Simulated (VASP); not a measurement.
Wanted: the native input for a VASP 6.6.1 run.

```yaml
Task: single point
Functional: r2SCAN
Potentials_or_basis: VASP PAW PBE potentials, release 64 (Mg)
Cutoff: 520 eV
k_mesh: 15 × 15 × 8
Occupations: gaussian, width 0.1 eV
Spin: no spin polarisation
Dipole_correction: no
Further_INCAR_settings: ALGO = Normal; EDIFF = 1e-06; NBANDS = 9
```

Crystal: Mg.

```
CELL_PARAMETERS angstrom
3.19503 0.00000 0.00000
-1.59751 2.76697 0.00000
0.00000 0.00000 5.10777
ATOMIC_POSITIONS crystal
Mg 0.33333 0.66667 0.25000
Mg 0.66667 0.33333 0.75000
```

The input as run:

POSCAR

```
Mg
1.0
    3.1950252653      0.0000000000      0.0000000000
   -1.5975126327      2.7669730455      0.0000000000
    0.0000000000      0.0000000000      5.1077693999
Mg
2
Direct
    0.3333333333      0.6666666667      0.2500000000
    0.6666666667      0.3333333333      0.7500000000
```

INCAR.step1

```
  PREC = Accurate
  ENCUT = 520
  ISMEAR = 0
  SIGMA = 0.1
  LREAL = F
  LASPH = T
  NELM = 60
  NBANDS = 9
  GGA = PE
  ALGO = Normal
  EDIFF = 1E-4
  LWAVE = T
  LCHARG = F
```

INCAR.step2

```
  PREC = Accurate
  ENCUT = 520
  EDIFF = 1E-6
  ISMEAR = 0
  SIGMA = 0.1
  LREAL = F
  LASPH = T
  NELM = 60
  ALGO = Normal
  ISIF = 2
  LWAVE = F
  LCHARG = F
  METAGGA = R2SCAN
  LMIXTAU = T
  NBANDS = 9
  ISTART = 1
```

KPOINTS

```
Automatic mesh
0
Gamma
  15 15 8
```

Potentials or basis: VASP PAW PBE potentials, release 64 (Mg).

Run with:

```sh
$ cat potpaw_PBE.64/Mg/POTCAR > POTCAR
$ cp INCAR.step1 INCAR
$ mpirun -np 1 vasp_std > vasp.out
$ cp INCAR.step2 INCAR
$ mpirun -np 1 vasp_std > vasp.out
```

Results of the run:

| Property | Result |
| --- | --- |
| Pressure | -0.3 GPa |
| Band gap on the k mesh | zero (bands 2 and 3 overlap by 1.95 eV) |

Caveat: the PAW data sets were made with another functional, which shifts forces and pressure a little.

Wall time 40 s on 1 thread of Intel(R) Xeon(R) 6975P-C (Granite Rapids) (shared host), peak memory 0.2 GiB.
